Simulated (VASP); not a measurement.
Here is a VASP 6.6.1 calculation.

Contents of INCAR:

```
PREC = Accurate
ENCUT = 520
EDIFF = 1E-6
ISMEAR = 0
SIGMA = 0.05
LREAL = False
LASPH = True
NELM = 80
ALGO = Normal
ISIF = 2
LWAVE = False
LCHARG = True
GGA = PE
LELF = True
LVHAR = True
NBANDS = 26
```

File KPOINTS:

```
Automatic mesh
0
Gamma
  6 6 6
```

The input POSCAR:

```
C
1.0
    3.5668000000      0.0000000000      0.0000000000
    0.0000000000     -3.5668000000      0.0000000000
    0.0000000000      0.0000000000     -3.5668000000
C
8
Direct
    0.5000000000      0.0000000000     -0.0252327016
    0.0000000000      0.5000000000      0.0000000000
    0.0000000000      0.0000000000      0.5000000000
    0.5000000000      0.5000000000      0.5000000000
    0.7500000000      0.7500000000      0.7500000000
    0.2500000000      0.2500000000      0.7500000000
    0.2500000000      0.7500000000      0.2500000000
    0.7500000000      0.2500000000      0.2500000000
```

Potentials or basis: VASP PAW PBE potentials, release 64 (C).

The run is started by

```sh
$ cat potpaw_PBE.64/C/POTCAR > POTCAR
$ mpirun -np 1 vasp_std > vasp.out
```

(1) Predict the pressure.

(2) What does it give for the largest force?

(3) Predict the band gap on the k mesh.

Results:

(1) 3.3 GPa.

(2) 3.976 eV/Å.

(3) 3.76 eV.

Caveat: the cell differs from its parent crystal (atom 1 (C) moved +0.090 Å along Cartesian [0 0 1]); forces of over 1 eV/Å act on the atoms, so gaps and moduli don't describe the material at rest.
